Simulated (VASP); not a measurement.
Write the native input for VASP 6.6.1 that does the following.

```yaml
Task: single point
Functional: LDA
Potentials_or_basis: VASP PAW LDA potentials, release 64 (Li_sv, H)
Cutoff: 520 eV
k_mesh: 10 × 10 × 10
Occupations: gaussian, width 0.05 eV
Spin: no spin polarisation
Dipole_correction: no
Further_INCAR_settings: ALGO = Normal; EDIFF = 1e-07; NBANDS = 9
```

The structure of LiH lies in POSCAR:

```
LiH
1.0
    0.0000000000      2.1138000000      2.0325000000
    2.1138000000      0.0000000000      2.0325000000
    2.1138000000      2.1138000000      0.0000000000
Li H
1 1
Direct
    0.0000000000      0.0000000000      0.0000000000
    0.5000000000      0.5000000000      0.5000000000
```

This cell differs from its parent crystal: strain +0.040 along x and y, +0.000 along z.

One way to write it, as run:

INCAR

```
SYSTEM = LiH
ALGO = Normal
EDIFF = 1E-7
ENCUT = 520
GGA = CA
ISIF = 2
ISMEAR = 0
LASPH = .TRUE.
LCHARG = .TRUE.
LELF = .TRUE.
LREAL = .FALSE.
LVHAR = .TRUE.
LWAVE = .FALSE.
NBANDS = 9
NELM = 100
PREC = Accurate
SIGMA = 0.05
```

KPOINTS

```
k-points
0
G
  10 10 10
  0 0 0
```

Potentials or basis: VASP PAW LDA potentials, release 64 (Li_sv, H).

Run with:

```console
$ cat potpaw_LDA.64/Li_sv/POTCAR potpaw_LDA.64/H/POTCAR > POTCAR
$ mpirun -np 1 vasp_std > vasp.out
```

Results of the run:

* Band gap on the k mesh: 2.36 eV, indirect (least direct gap 2.64 eV)

Caveat: the cell differs from its parent crystal (strain +0.040 along x and y, +0.000 along z).

It took 9.9 s on 1 thread of Intel(R) Xeon(R) Platinum 8375C CPU @ 2.90GHz (Ice Lake), on a shared host, peak memory 0.13 GiB.
